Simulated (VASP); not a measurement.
# Sc (Fd-3m) in VASP: a series of runs, part 2 of 2

VASP 6.6.1.

### 3 Single point, r2SCAN

This run uses another cell than the first one, of 19.09 Å³/atom.

Input file POSCAR:

```
Sc
1.0
    0.0000000000      2.6724624141      2.6724624141
    2.6724624141      0.0000000000      2.6724624141
    2.6724624141      2.6724624141      0.0000000000
Sc
2
Direct
    0.0000000000      0.0000000000      0.0000000000
    0.2500000000      0.2500000000      0.2500000000
```

Input file INCAR.step1:

```
SYSTEM = Sc
PREC = Accurate
ENCUT = 520
ISMEAR = 1
SIGMA = 0.05
LREAL = .FALSE.
LASPH = .TRUE.
NELM = 60
NBANDS = 18
GGA = PE
ALGO = Normal
EDIFF = 1E-4
LWAVE = .TRUE.
LCHARG = .FALSE.
```

Input file INCAR.step2:

```
SYSTEM = Sc
PREC = Accurate
ENCUT = 520
EDIFF = 1E-6
ISMEAR = 1
SIGMA = 0.05
LREAL = .FALSE.
LASPH = .TRUE.
NELM = 60
ALGO = Normal
ISIF = 2
LWAVE = .FALSE.
LCHARG = .FALSE.
METAGGA = R2SCAN
LMIXTAU = .TRUE.
NBANDS = 18
ISTART = 1
```

Input file KPOINTS:

```
Automatic mesh
0
G
  6 6 6
  0 0 0
```

Potentials or basis: VASP PAW PBE potentials, release 64 (Sc_sv).

On the command line:

```console
$ cat potpaw_PBE.64/Sc_sv/POTCAR > POTCAR
$ cp INCAR.step1 INCAR
$ mpirun -np 1 vasp_std > vasp.out
$ cp INCAR.step2 INCAR
$ mpirun -np 1 vasp_std > vasp.out
```

OUTCAR:

```text
SYSTEM = Sc
   PREC = Accurate
   ENCUT = 520
   EDIFF = 1E-6
   ISMEAR = 1
   LREAL = .FALSE.
   LASPH = .TRUE.
   NELM = 60
   ISIF = 2
   METAGGA = R2SCAN
   ISTART = 1

 ion  position               nearest neighbor table
   1  0.000  0.000  0.000-   2 2.31   2 2.31   2 2.31   2 2.31
   2  0.250  0.250  0.250-   1 2.31   1 2.31   1 2.31   1 2.31

  LATTYP: Found a face centered cubic cell.
 ALAT       =     5.3449248282

  Lattice vectors:

 A1 = (   0.0000000000,   2.6724624141,   2.6724624141)
 A2 = (   2.6724624141,   0.0000000000,   2.6724624141)
 A3 = (   2.6724624141,   2.6724624141,   0.0000000000)

Analysis of symmetry for initial positions (statically):
=====================================================================
 Subroutine PRICEL returns:
 Original cell was already a primitive cell.

 Routine SETGRP: Setting up the symmetry group for a
 face centered cubic supercell.

 Subroutine GETGRP returns: Found 48 space group operations
 (whereof 24 operations were pure point group operations)
 out of a pool of 48 trial point group operations.

The static configuration has the point symmetry T_d .
 The point group associated with its full space group is O_h .

Analysis of symmetry for dynamics (positions and initial velocities):
=====================================================================
 Subroutine PRICEL returns:
 Original cell was already a primitive cell.

 Routine SETGRP: Setting up the symmetry group for a
 face centered cubic supercell.

 Subroutine GETGRP returns: Found 48 space group operations
 (whereof 24 operations were pure point group operations)
 out of a pool of 48 trial point group operations.

The dynamic configuration has the point symmetry T_d .
 The point group associated with its full space group is O_h .

 Subroutine INISYM returns: Found 48 space group operations
 (whereof 24 operations are pure point group operations),
 and found     1 'primitive' translations

----------------------------------------------------------------------------------------

                                     Primitive cell

  volume of cell :      38.1737

  direct lattice vectors                    reciprocal lattice vectors
     0.000000000  2.672462414  2.672462414    -0.187093370  0.187093370  0.187093370
     2.672462414  0.000000000  2.672462414     0.187093370 -0.187093370  0.187093370
     2.672462414  2.672462414  0.000000000     0.187093370  0.187093370 -0.187093370

  length of vectors
     3.779432591  3.779432591  3.779432591     0.324055223  0.324055223  0.324055223

  position of ions in fractional coordinates (direct lattice)
     0.000000000  0.000000000  0.000000000
     0.250000000  0.250000000  0.250000000

  ion indices of the primitive-cell ions
   primitive index   ion index
                 1           1
                 2           2

----------------------------------------------------------------------------------------

 KPOINTS: Automatic mesh

Automatic generation of k-mesh.
 Grid dimensions read from file:
 generate k-points for:    6    6    6

 Generating k-lattice:

  Cartesian coordinates                     Fractional coordinates (reciprocal lattice)
    -0.031182228  0.031182228  0.031182228     0.166666667  0.000000000  0.000000000
     0.031182228 -0.031182228  0.031182228     0.000000000  0.166666667  0.000000000
     0.031182228  0.031182228 -0.031182228     0.000000000  0.000000000  0.166666667

  Length of vectors
     0.054009204  0.054009204  0.054009204

  Shift w.r.t. Gamma in fractional coordinates (k-lattice)
     0.000000000  0.000000000  0.000000000

 Subroutine IBZKPT returns following result:
 ===========================================

 Found     16 irreducible k-points:

 Following reciprocal coordinates:
            Coordinates               Weight
  0.000000  0.000000  0.000000      1.000000
  0.166667  0.000000  0.000000      8.000000
  0.333333  0.000000  0.000000      8.000000
  0.500000  0.000000  0.000000      4.000000
  0.166667  0.166667  0.000000      6.000000
  0.333333  0.166667  0.000000     24.000000
[... 8 lines left out ...]
 -0.333333  0.333333  0.166667     24.000000
 -0.333333  0.500000  0.166667     12.000000
   k-points           NKPTS =     16   k-points in BZ     NKDIM =     16   number of bands    NBANDS=     18
   number of dos      NEDOS =    301   number of ions     NIONS =      2
   total plane-waves  NPLWV =  21952
   dimension x,y,z NGX =    28 NGY =   28 NGZ =   28
   dimension x,y,z NGXF=    56 NGYF=   56 NGZF=   56
   ions per type =               2
   NGX,Y,Z   is equivalent  to a cutoff of  12.32, 12.32, 12.32 a.u.
   NGXF,Y,Z  is equivalent  to a cutoff of  24.63, 24.63, 24.63 a.u.
 SYSTEM =  Sc
   PREC   = accura    normal or accurate (medium, high low for compatibility)
   ISTART =      1    job   : 0-new  1-cont  2-samecut
   ICHARG =      0    charge: 1-file 2-atom 10-const
   ISPIN  =      1    spin polarized calculation?
   LNONCOLLINEAR =      F non collinear calculations
   LSORBIT =      F    spin-orbit coupling
   LASPH  =      T    aspherical Exc in radial PAW
   ENCUT  =  520.0 eV  38.22 Ry    6.18 a.u.   7.03  7.03  7.03*2*pi/ulx,y,z
   NELM   =     60;   NELMIN=  2; NELMDL=  0     # of ELM steps
   EDIFF  = 0.1E-05   stopping-criterion for ELM
   LREAL  =      F    real-space projection
   EDIFFG = 0.1E-04   stopping-criterion for IOM
   NSW    =      0    number of steps for IOM
   IBRION =     -1    ionic relax: 0-MD 1-quasi-New 2-CG
   NFREE  =      0    steps in history (QN), initial steepest desc. (CG)
   ISIF   =      2    stress and relaxation
   ISYM   =      2    0-nonsym 1-usesym 2-fastsym
   POTIM  = 0.5000    time-step for ionic-motion
   TEBEG  =    0.0;   TEEND  =   0.0 temperature during run
   PSTRESS=    0.0 pullay stress
   NELECT =      22.0000    total number of electrons
   NUPDOWN=      -1.0000    fix difference up-down
   EMIN   =  10.00;   EMAX   =-10.00  energy-range for DOS
   EFERMI =   0.00;   METHOD = LEGACY
   ISMEAR =     1;   SIGMA  =   0.05  broadening in eV -4-tet -1-fermi 0-gaus
   EFERMI_NEDOS =   21; number of points for ismear=-14 and -15
   IALGO  =     38    algorithm
   IMIX   =      4    mixing-type and parameters
     AMIX     =   0.40;   BMIX     =  1.00
     AMIX_MAG =   1.60;   BMIX_MAG =  1.00
  volume/ion in A,a.u.               =      19.09       128.80
  Fermi-wavevector in a.u.,A,eV,Ry     =   1.362367  2.574500 25.253010  1.856044
  Thomas-Fermi vector in A             =   2.488863
   LORBIT       =      0    0 simple, 1 ext, 2 COOP (PROOUT), +10 PAW based schemes
   METAGGA = R2SCAN    functional components
   LHFCALC =     F    Hartree Fock is set to
   AEXX    =    0.0000 exact exchange contribution
   IVDW    =     0    specifies the selected vdW correction
   LEPSILON=     F    determine dielectric tensor
   LRPA    =     F    only Hartree local field effects (RPA)
 non-spin polarized calculation
 Methfessel and Paxton  Order N= 1 SIGMA  =   0.05
  energy-cutoff  :      520.00
  volume of cell :       38.17
 maximum number of plane-waves:      1056
   NGX = 13   NGY = 13   NGZ = 13

 number of electron      21.9999992 magnetization

 Free energy of the ion-electron system (eV)
  ---------------------------------------------------
  ext. energy  EPLUGINS =         0.00000000
  ---------------------------------------------------
  free energy    TOTEN  =       -17.87122602 eV

  energy without entropy =      -17.86994531  energy(sigma->0) =      -17.87079912

 E-fermi :   5.3712     XC(G=0): -11.5205

 val. band max:        5.3530533728   @ k =  -0.3333   0.1667   0.0000
 cond. band min:       5.5054082419   @ k =   0.5000   0.3333   0.0000
 fundamental gap:      0.1523548691
 Fermi energy:         5.3711511204

 k-point     1 :       0.0000    0.0000    0.0000
  band No.  band energies     occupation
      1     -46.7101      2.00000
      2     -45.2533      2.00000
      3     -24.6602      2.00000
      4     -24.6602      2.00000
      5     -24.6602      2.00000
      6     -23.0729      2.00000
[... 10 lines left out ...]
     17       8.3041      0.00000
     18      11.4153      0.00000
[... 295 lines left out ...]
 k-point    16 :      -0.3333    0.5000    0.1667
  band No.  band energies     occupation
      1     -46.0017      2.00000
      2     -46.0017      2.00000
      3     -25.1450      2.00000
      4     -25.1450      2.00000
      5     -23.8560      2.00000
      6     -23.8560      2.00000
[... 10 lines left out ...]
     17      11.0973      0.00000
     18      11.0975      0.00000

------------------------ aborting loop because EDIFF is reached ----------------------------------------

  FORCE on cell =-STRESS in cart. coord.  units (eV):
  Direction    XX          YY          ZZ          XY          YZ          ZX
  --------------------------------------------------------------------------------------
  -------------------------------------------------------------------------------------
  Total        2.7041604      2.7041604      2.7041604      0.0000000      0.0000000      0.0000000
  in kB      113.4953880    113.4953880    113.4953880      0.0000000      0.0000000      0.0000000
  external PRESSURE =     113.4953880 kB  Pullay stress =       0.0000000 kB

 VOLUME and BASIS-vectors are now :
 -----------------------------------------------------------------------------
  energy-cutoff  :      520.00
  volume of cell :       38.17
      direct lattice vectors                 reciprocal lattice vectors
     0.000000000  2.672462414  2.672462414    -0.187093370  0.187093370  0.187093370
     2.672462414  0.000000000  2.672462414     0.187093370 -0.187093370  0.187093370
     2.672462414  2.672462414  0.000000000     0.187093370  0.187093370 -0.187093370

 POSITION                                       TOTAL-FORCE (eV/Angst)
 -----------------------------------------------------------------------------------
      0.00000      0.00000      0.00000        -0.000000     -0.000000     -0.000000
      1.33623      1.33623      1.33623         0.000000      0.000000      0.000000
 -----------------------------------------------------------------------------------
    total drift:                                0.000000      0.000000      0.000000

  FREE ENERGIE OF THE ION-ELECTRON SYSTEM (eV)
  ---------------------------------------------------
  free  energy   TOTEN  =       -17.8712260191 eV

  energy  without entropy=      -17.8699453106  energy(sigma->0) =      -17.87079912
```

It took 20 s on 1 thread of Intel Xeon 6975P-C (Granite Rapids), shared host; peak memory 0.16 GiB.

What came out:

```
Free energy            : -17.8712 eV
Pressure               : 11.3 GPa
Band gap on the k mesh : zero (bands 11 and 12 overlap by 1.59 eV)
```

Caveat: the cell stands under pressure; the PAW data sets were made with another functional, which shifts forces and pressure a little.

### 4 Single point, r2SCAN

This run uses another cell than the first one, of 20.92 Å³/atom.

Input file POSCAR:

```
Sc
1.0
    0.0000000000      2.7556228629      2.7556228629
    2.7556228629      0.0000000000      2.7556228629
    2.7556228629      2.7556228629      0.0000000000
Sc
2
Direct
    0.0000000000      0.0000000000      0.0000000000
    0.2500000000      0.2500000000      0.2500000000
```

Input file INCAR.step1:

```
  PREC = Accurate
  ENCUT = 520
  ISMEAR = 1
  SIGMA = 0.05
  LREAL = False
  LASPH = True
  NELM = 100
  NBANDS = 18
  GGA = PE
  ALGO = Normal
  EDIFF = 1E-4
  LWAVE = True
  LCHARG = False
```

Input file INCAR.step2:

```
  PREC = Accurate
  ENCUT = 520
  EDIFF = 1E-7
  ISMEAR = 1
  SIGMA = 0.05
  LREAL = False
  LASPH = True
  NELM = 100
  ALGO = Normal
  ISIF = 2
  LWAVE = False
  LCHARG = False
  METAGGA = R2SCAN
  LMIXTAU = True
  NBANDS = 18
  ISTART = 1
```

Input file KPOINTS:

```
regular mesh
0
Gamma
  6 6 6
```

On the command line:

```console
$ cat potpaw_PBE.64/Sc_sv/POTCAR > POTCAR
$ cp INCAR.step1 INCAR
$ mpirun -np 1 vasp_std > vasp.out
$ cp INCAR.step2 INCAR
$ mpirun -np 1 vasp_std > vasp.out
```

Run time: 35 s. Hardware: 1 thread of Intel Xeon 6975P-C (Granite Rapids), shared host; peak memory 0.16 GiB.

Results (log left out):

```
Free energy            : -18.0633 eV
Pressure               : 5.8 GPa
Band gap on the k mesh : zero (bands 11 and 12 overlap by 1.46 eV)
```

Levels at points of the mesh, in eV from the Fermi level:
| k point | band 7 | band 8 | band 9 | band 10 | band 11 | band 12 | band 13 | band 14 | band 15 | band 16 |
| --- | --- | --- | --- | --- | --- | --- | --- | --- | --- | --- |
| (0.00, 0.00, 0.00) | -28.58 | -28.58 | -5.16 | -0.70 | -0.70 | 0.57 | 0.57 | 0.57 | 2.71 | 2.71 |
| (0.50, 0.00, 0.00) | -28.38 | -28.38 | -1.94 | -1.32 | -0.72 | -0.72 | 0.49 | 0.49 | 1.64 | 3.76 |
| (0.50, 0.50, 0.00) | -28.17 | -28.17 | -2.44 | -2.44 | 0.64 | 0.64 | 1.59 | 1.59 | 2.19 | 2.19 |

Caveat: the cell stands under pressure; the PAW data sets were made with another functional, which shifts forces and pressure a little.

### 5 Single point, r2SCAN

This run uses another cell than the first one, of 32.36 Å³/atom.

Input file POSCAR:

```
Sc
1.0
    0.0000000000      3.1867726108      3.1867726108
    3.1867726108      0.0000000000      3.1867726108
    3.1867726108      3.1867726108      0.0000000000
Sc
2
Direct
    0.0000000000      0.0000000000      0.0000000000
    0.2500000000      0.2500000000      0.2500000000
```

Input file INCAR.step1:

```
SYSTEM = Sc
  ALGO = Normal
  EDIFF = 1E-4
  ENCUT = 520
  GGA = PE
  ISMEAR = 1
  LASPH = .True.
  LCHARG = .False.
  LREAL = .False.
  LWAVE = .True.
  NBANDS = 18
  NELM = 80
  PREC = Accurate
  SIGMA = 0.05
```

Input file INCAR.step2:

```
SYSTEM = Sc
  ALGO = Normal
  EDIFF = 1E-6
  ENCUT = 520
  ISIF = 2
  ISMEAR = 1
  ISTART = 1
  LASPH = .True.
  LCHARG = .True.
  LELF = .True.
  LMIXTAU = .True.
  LREAL = .False.
  LVHAR = .True.
  LWAVE = .False.
  METAGGA = R2SCAN
  NBANDS = 18
  NELM = 80
  PREC = Accurate
  SIGMA = 0.05
```

Input file KPOINTS:

```
k-points
0
Gamma
  6 6 6
  0 0 0
```

On the command line:

```console
$ cat potpaw_PBE.64/Sc_sv/POTCAR > POTCAR
$ cp INCAR.step1 INCAR
$ mpirun -np 1 vasp_std > vasp.out
$ cp INCAR.step2 INCAR
$ mpirun -np 1 vasp_std > vasp.out
```

Run time: 44 s. Hardware: 1 thread of Intel Xeon 6975P-C (Granite Rapids), shared host; peak memory 0.21 GiB.

Results (log left out):

| Quantity | Value |
| --- | --- |
| Free energy | -18.4007 eV |
| Pressure | 0.1 GPa |
| Band gap on the k mesh | zero (bands 11 and 12 overlap by 0.41 eV) |

Levels at points of the mesh, in eV from the Fermi level:
```csv
k point,band 7,band 8,band 9,band 10,band 11,band 12,band 13,band 14,band 15,band 16
"(0.00, 0.00, 0.00)",-29.45,-29.45,-4.49,-0.04,-0.04,0.38,0.38,0.38,1.82,1.82
"(0.50, 0.00, 0.00)",-29.39,-29.39,-1.88,-1.24,-0.10,-0.10,0.52,0.52,0.67,2.46
"(0.50, 0.50, 0.00)",-29.33,-29.33,-1.28,-1.28,0.02,0.02,0.66,0.66,1.80,1.80
```

Caveat: the PAW data sets were made with another functional, which shifts forces and pressure a little.

### 6 Summary

| cell | gap on the mesh (eV) | pressure (GPa) |
| --- | --- | --- |
| a = 3.595 Å, angles 60.0°, 2 atoms | none | 22.9 |
| a = 3.779 Å, angles 60.0°, 2 atoms | none | 11.3 |
| a = 3.897 Å, angles 60.0°, 2 atoms | none | 5.8 |
| a = 4.507 Å, angles 60.0°, 2 atoms | none | 0.1 |

Alike in all rows: task single point; level r2SCAN; potentials or basis VASP PAW PBE potentials, release 64 (Sc_sv); no spin polarisation; k mesh 6 × 6 × 6; cutoff (eV) 520; smearing methfessel-paxton 0.05 eV.

Caveats: the PAW data sets were made with another functional, which shifts forces and pressure a little; the cell stands under pressure (at least some runs).

Total energies depend on the potentials used, so only differences within one code and one set of settings carry meaning.

The gap in the log of VASP goes by the Fermi energy; the results here count the filled bands.